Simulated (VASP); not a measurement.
Here is a VASP 6.6.1 calculation.

File INCAR:

```
SYSTEM = CuSi48C48
PREC = Accurate
ENCUT = 520
EDIFF = 1E-6
ISMEAR = -1
SIGMA = 0.01
LREAL = Auto
LASPH = .True.
NELM = 120
ALGO = Normal
ISIF = 2
LWAVE = .False.
LCHARG = .True.
GGA = PE
LELF = .True.
LVHAR = .True.
NELECT = 394.0
NBANDS = 252
GGA_COMPAT = .False.
```

KPOINTS

```
Automatic mesh
0
Gamma
  1 1 1
  0.25 0.25 0.25
```

POSCAR

```
CuSi48C48
1.0
    9.2818844900      5.3588986200      0.0000000000
   -9.2818845900      5.3588984500      0.0000000000
    0.0000000000      0.0000000000     10.1287833600
Si C Cu
48 48 1
Direct
   -0.0018480370      0.1658749053      0.9382522408
    0.1657129970     -0.0008233682      0.9387826017
    0.3254385599      0.3331579052      0.9448354128
   -0.0009714817      0.3335001556      0.4380591008
    0.1652057982      0.1668124810      0.4372402214
    0.3333498887     -0.0013319296      0.4372408792
   -0.0013688301      0.0000056580      0.6880062766
    0.1628643372      0.3333884749      0.6869129809
    0.3233218460      0.1567829406      0.6811769287
   -0.0000723312      0.0003789255      0.1883519384
    0.1649318924      0.3334273800      0.1902133687
    0.3327781338      0.1662410803      0.1900998419
    0.0013905748      0.6674613447      0.9382284653
    0.1655182554      0.5005811575      0.9382646302
    0.3324123076      0.8316170344      0.9382533184
    0.0010399132      0.8345013276      0.4380417193
    0.1667034412      0.6668213323      0.4378816503
    0.3319057855      0.5001802546      0.4372220952
    0.0012447291      0.5012791346      0.6880155608
    0.1665458346      0.8320919028      0.6880067211
    0.3320932372      0.6668073372      0.6880268109
   -0.0000155001      0.5004077168      0.1883560546
    0.1669175544      0.8333903628      0.1883524828
    0.3329704864      0.6664645498      0.1883584812
    0.4996946299      0.1589044593      0.9448334493
    0.6671171259     -0.0010182029      0.9382644538
    0.8337574150      0.3332266508      0.9388050010
    0.5000392386      0.3335002919      0.4377416148
    0.6667184023      0.1653675271      0.4372214460
    0.8333591920      0.0001648370      0.4378814564
    0.4999281736     -0.0036738316      0.6869135722
    0.6765983322      0.3334663223      0.6811797689
    0.8333478139      0.1655530747      0.6880254146
    0.4999651064     -0.0016039842      0.1902135738
    0.6671168056      0.3334226909      0.1900588923
    0.8330014928      0.1664327769      0.1883584092
    0.4997618735      0.6672205999      0.9388045172
    0.6741683012      0.5076323047      0.9448916414
    0.8339979535      0.8348526791      0.9382285690
    0.5000381305      0.8324910433      0.4380599514
    0.6681736448      0.6683214122      0.4372113104
    0.8348619179      0.5016357613      0.4372100360
    0.5000059848      0.5100493720      0.6811833853
    0.6678178970      0.8347023086      0.6880161095
    0.8371247412      0.6705842552      0.6868696771
    0.4999589637      0.5005791994      0.1900583606
    0.6669448050      0.8334459277      0.1883559079
    0.8350112040      0.6684731760      0.1902200151
   -0.0007854816      0.1662903010      0.7504161940
    0.1633267836     -0.0032103377      0.7505173551
    0.3260592715      0.3332059388      0.7478934175
   -0.0012303677      0.3335184783      0.2506024152
    0.1661960664      0.1671354340      0.2500543707
    0.3336745798     -0.0003417733      0.2500547566
   -0.0001139183      0.0003200979      0.5009348054
    0.1657329309      0.3334267691      0.5002281014
    0.3324256963      0.1658874442      0.4978075868
    0.0001230796      0.0007472963      0.0008434906
    0.1619978452      0.3333071681      0.0032217700
    0.3318753154      0.1653362345      0.0025514748
    0.0005872151      0.6669383711      0.7503826851
    0.1662689172      0.5003769929      0.7504326418
    0.3328293017      0.8326790437      0.7504160825
    0.0013577374      0.8348193400      0.2505984290
    0.1667212394      0.6668499822      0.2500468926
    0.3325751001      0.4998926049      0.2500413523
    0.0000417065      0.5003956909      0.5009396055
    0.1668589530      0.8333483114      0.5009352042
    0.3329974014      0.6665301005      0.5009453120
   -0.0004412056      0.5004511503      0.0008541767
    0.1672858558      0.8335859533      0.0008432052
    0.3327079273      0.6658877025      0.0008608708
    0.4997423380      0.1595203891      0.7478945098
    0.6669133719     -0.0002695226      0.7504324830
    0.8363956480      0.3333501744      0.7505678160
    0.5000428505      0.3335053216      0.2503907142
    0.6664301673      0.1660366165      0.2500414031
    0.8333879069      0.0001821156      0.2500466508
    0.4999654014     -0.0008049041      0.5002285744
    0.6675064971      0.3334375447      0.4978015852
    0.8330676470      0.1664578647      0.5009448806
    0.4998454665     -0.0045406734      0.0032217220
    0.6677569907      0.3333354780      0.0025041073
    0.8324251807      0.1661689955      0.0008613336
    0.4998885588      0.6698573541      0.7505667137
    0.6737484132      0.5072111059      0.7479119254
    0.8334753255      0.8340491943      0.7503826641
    0.5000579471      0.8322323274      0.2506024825
    0.6675314144      0.6673646728      0.2500284337
    0.8339016335      0.5009930763      0.2500282521
    0.4999755830      0.5009691916      0.4978014995
    0.6669338822      0.8335033950      0.5009394154
    0.8342120025      0.6676742708      0.5001771335
    0.4998751112      0.5012202146      0.0025032211
    0.6669894405      0.8330207481      0.0008533841
    0.8377941068      0.6712562771      0.0032251290
    0.5000302950      0.3334844019      0.8098553136
```

Potentials or basis: VASP PAW PBE potentials, release 64 (Si, C, Cu).

The run is started by

```bash
$ cat potpaw_PBE.64/Si/POTCAR potpaw_PBE.64/C/POTCAR potpaw_PBE.64/Cu/POTCAR > POTCAR
$ mpirun -np 1 vasp_std > vasp.out
```

(1) Estimate the largest force.

Answers

(1) 0.038 eV/Å.

Caveat: the cell carries a net charge on a neutralising background, which shifts energy and pressure.
